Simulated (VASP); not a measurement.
## Mn2SiO6: single point with PBE

Crystal: Mn2SiO6.

```
Mn Si O
1.0
     0.00000    3.47196    3.47196
     3.47196    0.00000    3.47196
     3.47196    3.47196    0.00000
Mn Si O
2 1 6
Cartesian
  1.7360 1.7360 1.7360
  5.2079 5.2079 5.2079
  0.0000 0.0000 0.0000
  1.7360 3.4720 3.4720
  5.2079 3.4720 3.4720
  3.4720 1.7360 3.4720
  3.4720 5.2079 3.4720
  3.4720 3.4720 1.7360
  3.4720 3.4720 5.2079
```

```yaml
Program: VASP 6.6.1
Task: single point
Functional: PBE
Potentials_or_basis: VASP PAW PBE potentials, release 64 (Mn_pv, Si, O)
Cutoff: 520 eV
k_mesh: 4 × 4 × 4
Occupations: gaussian, width 0.1 eV
Spin: collinear spin, ferromagnetic start
Starting_moments: "[4.0, 4.0, 0.0, 0.0, 0.0, 0.0, 0.0, 0.0, 0.0] μB"
Dipole_correction: no
Further_INCAR_settings: ALGO = Normal; EDIFF = 1e-07; NBANDS = 47
```

```yaml
Pressure: 2.9 GPa
Band_gap_on_the_k_mesh: zero (filled and empty bands overlap)
Net_moment: 6.00 μB per cell
Site_moments: Mn +4.15; Si +0.02; O -0.39 μB
Valence_electrons_inside_the_program's_atomic_spheres: Mn 11.06; Si 1.64; O 4.96
```

Levels at points of the mesh, in eV from the Fermi level:
Spin up:
| k point | band 33 | band 34 | band 35 | band 36 | band 37 | band 38 | band 39 | band 40 |
| --- | --- | --- | --- | --- | --- | --- | --- | --- |
| (0.00, 0.00, 0.00) | -0.45 | -0.45 | -0.05 | -0.05 | -0.05 | 0.69 | 0.69 | 0.69 |
| (0.50, 0.00, 0.00) | -1.00 | -1.00 | -0.32 | -0.06 | 0.49 | 0.49 | 0.58 | 0.58 |
| (0.50, 0.50, 0.00) | -1.95 | -0.50 | -0.01 | -0.01 | 0.11 | 0.45 | 0.45 | 0.99 |
Spin down:
| k point | band 28 | band 29 | band 30 | band 31 | band 32 | band 33 |
| --- | --- | --- | --- | --- | --- | --- |
| (0.00, 0.00, 0.00) | -0.28 | -0.28 | -0.28 | 1.20 | 1.20 | 1.58 |
| (0.50, 0.00, 0.00) | -0.93 | -0.78 | -0.78 | 1.72 | 1.72 | 1.77 |
| (0.50, 0.50, 0.00) | -1.32 | -0.93 | -0.60 | 1.65 | 1.86 | 1.91 |

Run time: 63 s on 1 thread of Intel(R) Xeon(R) 6975P-C (Granite Rapids) (shared host), peak memory 0.3 GiB.

Caveat: the k points lie up to 0.39 Å⁻¹ apart; semilocal functionals often make such compounds metallic where correlation or magnetic order opens a gap, which also shifts bond lengths; only a ferromagnetic start was run, and an antiferromagnetic order may lie lower in energy. With open d or f shells a metallic result of PBE can be an artefact of self-interaction; +U or a hybrid may open a gap.
